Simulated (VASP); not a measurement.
# BN in VASP: a series of runs

The runs below take BN through single point, with PBE+D3(BJ).

All numbers are computed with VASP 6.6.1; they aren't measurements. Logs are shortened: lines on timing, memory, paths and dates and some standing lists are left out, and cuts for length are marked.

### Step 1. The cell of the first run

The structure is orthorhombic, space group Amm2 (No. 38). The conventional cell has a = 6.690 Å, b = 2.510 Å, c = 4.347 Å, α = 90.00°, β = 90.00°, γ = 90.00°. Within 1.8 Å of B (site symmetry mm2) lie 3 N at 1.36 to 1.65 Å. Within 1.9 Å of B (site symmetry mm2) lie 3 N at 1.45 Å. Within 1.9 Å of N (site symmetry mm2) lie 3 B at 1.45 Å. N (site symmetry mm2) has 3 B at 1.36 to 1.65 Å within 1.8 Å.

### Step 2. Single point, PBE+D3(BJ) (atom 4 (N) moved by (+0.000, -0.200) A along x and y)

Input file INCAR:

```
PREC = Accurate ; ENCUT = 520
EDIFF = 1E-6 ; ISMEAR = 0
SIGMA = 0.05 ; LREAL = F
LASPH = T ; NELM = 60
ALGO = Normal ; ISIF = 2
LWAVE = F ; LCHARG = F
GGA = PE ; IVDW = 12
NBANDS = 16
```

Input file KPOINTS:

```
regular mesh
0
Gamma
  12 12 4
```

Input file POSCAR:

```
BN
1.0
    2.5099983704      0.0000000000      0.0000000000
   -1.2549991852      2.1737223522      0.0000000000
    0.0000000000      0.0000000000      6.6900000000
B N
2 2
Direct
    0.0000000000      0.0000000000      0.5000000000
    0.3333333333      0.6666666667      0.0000000000
    0.0000000000      0.0000000000      0.0000000000
    0.6206626313      0.2413252626      0.5000000000
```

Potentials or basis: VASP PAW PBE potentials, release 64 (B, N).

The run is started by

```console
$ cat potpaw_PBE.64/B/POTCAR potpaw_PBE.64/N/POTCAR > POTCAR
$ mpirun -np 1 vasp_std > vasp.out
```

OUTCAR:

```text
PREC = Accurate
   ENCUT = 520
   EDIFF = 1E-6
   ISMEAR = 0
   LREAL = F
   LASPH = T
   NELM = 60
   ISIF = 2
   GGA = PE
   IVDW = 12
 IVDW          = 12

 ion  position               nearest neighbor table
   1  0.000  0.000  0.500-   4 1.36   4 1.36   4 1.65
   2  0.333  0.667  0.000-   3 1.45   3 1.45   3 1.45
   3  0.000  0.000  0.000-   2 1.45   2 1.45   2 1.45
   4  0.621  0.241  0.500-   1 1.36   1 1.36   1 1.65

  LATTYP: Found a hexagonal cell.
 ALAT       =     2.5099983704
 C/A-ratio  =     2.6653403759

  Lattice vectors:

 A1 = (   2.5099983704,   0.0000000000,   0.0000000000)
 A2 = (  -1.2549991852,   2.1737223522,   0.0000000000)
 A3 = (   0.0000000000,   0.0000000000,   6.6900000000)

Analysis of symmetry for initial positions (statically):
=====================================================================
 Subroutine PRICEL returns:
 Original cell was already a primitive cell.

 Routine SETGRP: Setting up the symmetry group for a
 hexagonal supercell.

 Subroutine GETGRP returns: Found  4 space group operations
 (whereof  4 operations were pure point group operations)
 out of a pool of 24 trial point group operations.

The static configuration has the point symmetry C_2v.

Analysis of symmetry for dynamics (positions and initial velocities):
=====================================================================
 Subroutine PRICEL returns:
 Original cell was already a primitive cell.

 Routine SETGRP: Setting up the symmetry group for a
 hexagonal supercell.

 Subroutine GETGRP returns: Found  4 space group operations
 (whereof  4 operations were pure point group operations)
 out of a pool of 24 trial point group operations.

The dynamic configuration has the point symmetry C_2v.

 Subroutine INISYM returns: Found  4 space group operations
 (whereof  4 operations are pure point group operations),
 and found     1 'primitive' translations

----------------------------------------------------------------------------------------

                                     Primitive cell

  volume of cell :      36.5009

  direct lattice vectors                    reciprocal lattice vectors
     2.509998370  0.000000000  0.000000000     0.398406633  0.230020177  0.000000000
    -1.254999185  2.173722352  0.000000000     0.000000000  0.460040354  0.000000000
     0.000000000  0.000000000  6.690000000     0.000000000  0.000000000  0.149476831

  length of vectors
     2.509998370  2.509998370  6.690000000     0.460040354  0.460040354  0.149476831

  position of ions in fractional coordinates (direct lattice)
     0.000000000  0.000000000  0.500000000
     0.333333333  0.666666667  0.000000000
     0.000000000  0.000000000  0.000000000
     0.620662631  0.241325263  0.500000000

  ion indices of the primitive-cell ions
   primitive index   ion index
                 1           1
                 2           2
                 3           3
                 4           4

----------------------------------------------------------------------------------------

 KPOINTS: regular mesh

Automatic generation of k-mesh.
 Grid dimensions read from file:
 generate k-points for:   12   12    4

 Generating k-lattice:

  Cartesian coordinates                     Fractional coordinates (reciprocal lattice)
     0.033200553  0.019168348  0.000000000     0.083333333 -0.000000000  0.000000000
     0.000000000  0.038336696  0.000000000     0.000000000  0.083333333  0.000000000
     0.000000000  0.000000000  0.037369208     0.000000000  0.000000000  0.250000000

  Length of vectors
     0.038336696  0.038336696  0.037369208

  Shift w.r.t. Gamma in fractional coordinates (k-lattice)
     0.000000000  0.000000000  0.000000000

 Subroutine IBZKPT returns following result:
 ===========================================

 Found    129 irreducible k-points:

 Following reciprocal coordinates:
            Coordinates               Weight
  0.000000  0.000000  0.000000      1.000000
  0.083333  0.000000  0.000000      4.000000
  0.000000  0.083333  0.000000      2.000000
  0.166667  0.000000  0.000000      4.000000
  0.000000  0.166667  0.000000      2.000000
  0.250000  0.000000  0.000000      4.000000
[... 16 lines left out ...]
 -0.083333  0.416667  0.000000      4.000000
 -0.416667  0.333333  0.000000      4.000000
 [... further k-points ...]
   k-points           NKPTS =    129   k-points in BZ     NKDIM =    129   number of bands    NBANDS=     16
   number of dos      NEDOS =    301   number of ions     NIONS =      4
   total plane-waves  NPLWV =  20000
   dimension x,y,z NGX =    20 NGY =   20 NGZ =   50
   dimension x,y,z NGXF=    40 NGYF=   40 NGZF=  100
   ions per type =               2   2
   NGX,Y,Z   is equivalent  to a cutoff of  13.25, 13.25, 12.42 a.u.
   NGXF,Y,Z  is equivalent  to a cutoff of  26.49, 26.49, 24.85 a.u.
 SYSTEM =  unknown system
   PREC   = accura    normal or accurate (medium, high low for compatibility)
   ISTART =      0    job   : 0-new  1-cont  2-samecut
   ICHARG =      2    charge: 1-file 2-atom 10-const
   ISPIN  =      1    spin polarized calculation?
   LNONCOLLINEAR =      F non collinear calculations
   LSORBIT =      F    spin-orbit coupling
   LASPH  =      T    aspherical Exc in radial PAW
   ENCUT  =  520.0 eV  38.22 Ry    6.18 a.u.   4.67  4.67 12.44*2*pi/ulx,y,z
   NELM   =     60;   NELMIN=  2; NELMDL= -5     # of ELM steps
   EDIFF  = 0.1E-05   stopping-criterion for ELM
   LREAL  =      F    real-space projection
   EDIFFG = 0.1E-04   stopping-criterion for IOM
   NSW    =      0    number of steps for IOM
   IBRION =     -1    ionic relax: 0-MD 1-quasi-New 2-CG
   NFREE  =      0    steps in history (QN), initial steepest desc. (CG)
   ISIF   =      2    stress and relaxation
   ISYM   =      2    0-nonsym 1-usesym 2-fastsym
   POTIM  = 0.5000    time-step for ionic-motion
   TEBEG  =    0.0;   TEEND  =   0.0 temperature during run
   PSTRESS=    0.0 pullay stress
   NELECT =      16.0000    total number of electrons
   NUPDOWN=      -1.0000    fix difference up-down
   EMIN   =  10.00;   EMAX   =-10.00  energy-range for DOS
   EFERMI =   0.00;   METHOD = LEGACY
   ISMEAR =     0;   SIGMA  =   0.05  broadening in eV -4-tet -1-fermi 0-gaus
   EFERMI_NEDOS =   21; number of points for ismear=-14 and -15
   IALGO  =     38    algorithm
   IMIX   =      4    mixing-type and parameters
     AMIX     =   0.40;   BMIX     =  1.00
     AMIX_MAG =   1.60;   BMIX_MAG =  1.00
  volume/ion in A,a.u.               =       9.13        61.58
  Fermi-wavevector in a.u.,A,eV,Ry     =   1.243599  2.350061 21.041925  1.546538
  Thomas-Fermi vector in A             =   2.377902
   LORBIT       =      0    0 simple, 1 ext, 2 COOP (PROOUT), +10 PAW based schemes
   GGA     = PE    functional components
   LHFCALC =     F    Hartree Fock is set to
   AEXX    =    0.0000 exact exchange contribution
   IVDW    =    12    specifies the selected vdW correction
   LEPSILON=     F    determine dielectric tensor
   LRPA    =     F    only Hartree local field effects (RPA)
 non-spin polarized calculation
 Gauss-broadening in eV      SIGMA  =   0.05
  energy-cutoff  :      520.00
  volume of cell :       36.50
 maximum number of plane-waves:      1000
   NGX =  9   NGY =  9   NGZ = 25

 number of electron      15.9999998 magnetization

 Free energy of the ion-electron system (eV)
  ---------------------------------------------------
  ext. energy  EPLUGINS =         0.00000000
  ---------------------------------------------------
  free energy    TOTEN  =       -34.51462937 eV

  energy without entropy =      -34.51462937  energy(sigma->0) =      -34.51462937

 E-fermi :   3.3405     XC(G=0): -10.0058

 val. band max:        3.1387593419   @ k =   0.0000   0.0000   0.5000
 cond. band min:       6.2888777368   @ k =   0.5000   0.0000   0.5000
 fundamental gap:      3.1501183949
 Fermi energy:         3.3405230380

 k-point     1 :       0.0000    0.0000    0.0000
  band No.  band energies     occupation
      1     -15.5962      2.00000
      2     -15.3033      2.00000
      3      -4.0008      2.00000
      4      -1.9759      2.00000
      5      -1.3638      2.00000
      6       0.7844      2.00000
[... 8 lines left out ...]
     15      15.3090      0.00000
     16      16.8357      0.00000

 k-point     2 :       0.0833    0.0000    0.0000
  band No.  band energies     occupation
      1     -15.4637      2.00000
      2     -15.1778      2.00000
      3      -3.8130      2.00000
      4      -1.8074      2.00000
      5      -1.6995      2.00000
      6       0.2271      2.00000
[... 8 lines left out ...]
     15      14.8171      0.00000
     16      16.7323      0.00000

 k-point     3 :       0.0000    0.0833    0.0000
  band No.  band energies     occupation
      1     -15.4593      2.00000
      2     -15.1682      2.00000
      3      -3.8202      2.00000
      4      -1.8180      2.00000
      5      -1.5154      2.00000
      6       0.2259      2.00000
[... 8 lines left out ...]
     15      14.9082      0.00000
     16      17.1359      0.00000

 k-point     4 :       0.1667    0.0000    0.0000
  band No.  band energies     occupation
      1     -15.0741      2.00000
      2     -14.8090      2.00000
      3      -3.2556      2.00000
      4      -2.6052      2.00000
      5      -1.3115      2.00000
      6      -1.1790      2.00000
[... 8 lines left out ...]
     15      15.8563      0.00000
     16      17.4538      0.00000
[... 324 lines left out ...]
 k-point    22 :       0.3333    0.0833    0.0000
  band No.  band energies     occupation
      1     -13.1898      2.00000
      2     -13.0241      2.00000
      3      -5.8161      2.00000
      4      -5.4559      2.00000
      5      -2.0596      2.00000
      6      -1.0596      2.00000
[... 8 lines left out ...]
     15      17.3108      0.00000
     16      19.8134      0.00000

 k-point    23 :      -0.0833    0.4167    0.0000
  band No.  band energies     occupation
      1     -13.1171      2.00000
      2     -12.8458      2.00000
      3      -5.4723      2.00000
      4      -4.7706      2.00000
      5      -3.2204      2.00000
      6      -2.0572      2.00000
[... 8 lines left out ...]
     15      17.5563      0.00000
     16      19.0448      0.00000

 k-point    24 :      -0.4167    0.3333    0.0000
  band No.  band energies     occupation
      1     -13.2473      2.00000
      2     -13.0473      2.00000
      3      -5.8039      2.00000
      4      -5.4559      2.00000
      5      -2.0596      2.00000
      6      -0.8597      2.00000
[... 8 lines left out ...]
     15      17.5922      0.00000
     16      19.6979      0.00000

 [... further k-points ...]

------------------------ aborting loop because EDIFF is reached ----------------------------------------

 Edisp (eV)   -0.55713

 E8    (eV) :    -0.1631

  FORCE on cell =-STRESS in cart. coord.  units (eV):
  Direction    XX          YY          ZZ          XY          YZ          ZX
  --------------------------------------------------------------------------------------
  -------------------------------------------------------------------------------------
  Total       3.72753    -0.41717    -0.11945     0.00000     0.00000     0.00000
  in kB     163.61683   -18.31148    -5.24303     0.00000     0.00000     0.00000
  external pressure =       46.69 kB  Pullay stress =        0.00 kB

 VOLUME and BASIS-vectors are now :
 -----------------------------------------------------------------------------
  energy-cutoff  :      520.00
  volume of cell :       36.50
      direct lattice vectors                 reciprocal lattice vectors
     2.509998370  0.000000000  0.000000000     0.398406633  0.230020177  0.000000000
    -1.254999185  2.173722352  0.000000000     0.000000000  0.460040354  0.000000000
     0.000000000  0.000000000  6.690000000     0.000000000  0.000000000  0.149476831

 POSITION                                       TOTAL-FORCE (eV/Angst)
 -----------------------------------------------------------------------------------
      0.00000      0.00000      3.34500        -0.000000     -5.591589      0.000000
     -0.00000      1.44915      0.00000        -0.000000      0.009763      0.000000
      0.00000      0.00000      0.00000        -0.000000     -0.016672      0.000000
      1.25500      0.52457      3.34500         0.000000      5.598498      0.000000
 -----------------------------------------------------------------------------------
    total drift:                                0.000001      0.000004     -0.000000

  FREE ENERGIE OF THE ION-ELECTRON SYSTEM (eV)
  ---------------------------------------------------
  free  energy   TOTEN  =       -35.0717625720 eV

  energy  without entropy=      -35.0717625720  energy(sigma->0) =      -35.07176257
```

Wall time 61 s (1 thread of Intel Xeon Platinum 8259CL at 2.50GHz (Skylake/Cascade Lake), shared host); peak memory 0.2 GiB.

Results:

```yaml
Free_energy: -35.0718 eV
Pressure: 4.7 GPa
Largest_force: 5.598 eV/Å
Band_gap_on_the_k_mesh: 3.15 eV, indirect (least direct gap 4.21 eV)
Dispersion_energy_per_atom: -0.139 eV
```

Forces on the atoms (eV/Å):
```
B    0.000 -5.592  0.000
B    0.000  0.010  0.000
N    0.000 -0.017  0.000
N    0.000  5.598  0.000
```

Stress tensor (GPa, compression positive):
```
16.36  0.00  0.00
 0.00 -1.83  0.00
 0.00  0.00 -0.52
```

Caveat: the cell differs from its parent crystal (atom 4 (N) moved by (+0.000, -0.200) A along x and y); forces of over 1 eV/Å act on the atoms, so gaps and moduli don't describe the material at rest.

(Continued in part 2 of 2.)
